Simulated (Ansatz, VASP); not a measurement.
## One calculation of HfO2, two programs

```
Hf O
1.0
     5.16137    0.00000   -0.01593
     0.00000    5.21148    0.00000
    -0.88216    0.00000    5.27871
Hf O
4 8
Direct
  0.27575 0.04289 0.20835
  0.72425 0.54289 0.29165
  0.72425 0.95711 0.79165
  0.27575 0.45711 0.70835
  0.44920 0.75719 0.47667
  0.55080 0.25719 0.02333
  0.55080 0.24281 0.52333
  0.44920 0.74281 0.97667
  0.06710 0.32855 0.34852
  0.93290 0.82855 0.15148
  0.93290 0.67145 0.65148
  0.06710 0.17145 0.84852
```

Alike in both runs: functional PBE; k mesh 4 × 4 × 4; no spin polarisation.

Ansatz relaxed the structure, and its values are those at the end. VASP's run is a single point on that final structure, the one shown.

```csv
,VASP,Ansatz
version,VASP 6.6.1,Ansatz 0.2.0
potentials or method,"VASP PAW PBE potentials, release 64 (Hf_pv, O), cutoff 520 eV","scalar-relativistic, plane waves, PAW"
occupations,"gaussian, width 0.01 eV",fixed
valence electrons in the cell,88,152
```

VASP gave:

```
gap on the k mesh at the Fermi level (eV) : 4.00
least direct gap on the mesh (eV)         : 4.08
pressure (GPa)                            : -3.0
rms of the force components (eV/Å)        : 0.034
```

Q: What did Ansatz give for the same quantities?

A: gap on the k mesh at the Fermi level (eV): 4.04; least direct gap on the mesh (eV): 4.12; pressure (GPa): 0.0; rms of the force components (eV/Å): 0.000.

VASP's potentials hold 88 valence electrons a cell and Ansatz's 152, so a difference there can come from the potentials and not from the codes.

Spin-orbit coupling is off throughout.
